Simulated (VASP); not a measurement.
## Te: relaxation of cell and atoms with PBE+D3(BJ)

Crystal: Te.

```xyz
3
Lattice="4.4469 0.0000 0.0000 -2.2235 3.8512 0.0000 0.0000 0.0000 5.9149" Properties=species:S:1:pos:R:3 pbc="T T T"
Te    1.1962    0.0000    0.9858
Te   -0.5981    1.0360    4.9291
Te    1.6254    2.8152    2.9575
```

```
Program                : VASP 6.6.1
Task                   : relaxation of cell and atoms
Functional             : PBE
Dispersion             : D3(BJ)
Potentials or basis    : VASP PAW PBE potentials, release 64 (Te)
Cutoff                 : 600 eV
k mesh                 : 9 × 9 × 6
Occupations            : gaussian, width 0.01 eV
Spin                   : no spin polarisation
Dipole correction      : no
Further INCAR settings : ALGO = Normal; EDIFF = 1e-06; IBRION = 2; EDIFFG = -0.005; NSW = 100; ISIF = 3
```

- Relaxed volume: 32.08 Å³/atom
- Relaxed cell: a = 4.315 Å, b = 4.315 Å, c = 5.968 Å, α = 90.00°, β = 90.00°, γ = 120.00°
- Space group after relaxing (to 0.1 Å): P3_221 (No. 154)
- Energy gained by relaxing: 11.5 meV/atom
- Ionic steps: 19
- Pressure after relaxing: 0.0 GPa
- Band gap on the k mesh: 0.02 eV
- Dispersion energy per atom: -0.457 eV

The path:
```
step  energy change (eV)  largest force (eV/Å)  pressure (GPa)  volume (Å³)
   1              0.0000                0.1912           -0.50       101.30
   2             -0.0098                0.2072           -0.06        99.75
   3             -0.0175                0.2340            0.87        96.99
   4             -0.0223                0.1964            0.72        96.86
   5             -0.0317                0.0949            0.33        96.47
   6             -0.0311                0.0644           -0.28        95.66
   7             -0.0344                0.0109            0.01        96.08
   8             -0.0344                0.0146            0.03        96.10
   9             -0.0344                0.0132            0.01        96.14
  10             -0.0345                0.0091           -0.02        96.25
  11             -0.0345                0.0009           -0.10        96.46
  12             -0.0345                0.0055           -0.06        96.34
  13             -0.0345                0.0077           -0.01        96.27
  14             -0.0346                0.0086           -0.01        96.25
  15             -0.0346                0.0089            0.01        96.24
  16             -0.0346                0.0086            0.01        96.24
  17             -0.0346                0.0084            0.01        96.25
  18             -0.0346                0.0071            0.01        96.25
  19             -0.0346                0.0020           -0.01        96.25
```

Final structure:
```
CELL_PARAMETERS angstrom
4.31542 0.00000 0.00000
-2.15771 3.73726 0.00000
0.00000 0.00000 5.96823
ATOMIC_POSITIONS crystal
Te 0.28519 0.00000 0.16667
Te 0.00000 0.28519 0.83333
Te 0.71481 0.71481 0.50000
```

Levels at points of the mesh, in eV from the valence-band top:
```
           k point  band 6  band 7  band 8  band 9  band 10  band 11  band 12  band 13
(0.00, 0.00, 0.00)   -2.58   -1.78   -1.78   -1.15     0.99     0.99     1.69     4.87
(0.00, 0.00, 0.50)   -2.66   -1.27   -0.84   -0.84     0.24     0.34     0.34     3.69
```

Run time: 5.3 min on 1 thread of Intel(R) Xeon(R) Platinum 8488C (Sapphire Rapids), with other jobs on the host, peak memory 0.32 GiB.

Caveat: spin-orbit coupling is left out, which moves the levels of the heavy elements. A k mesh can miss the band edges.
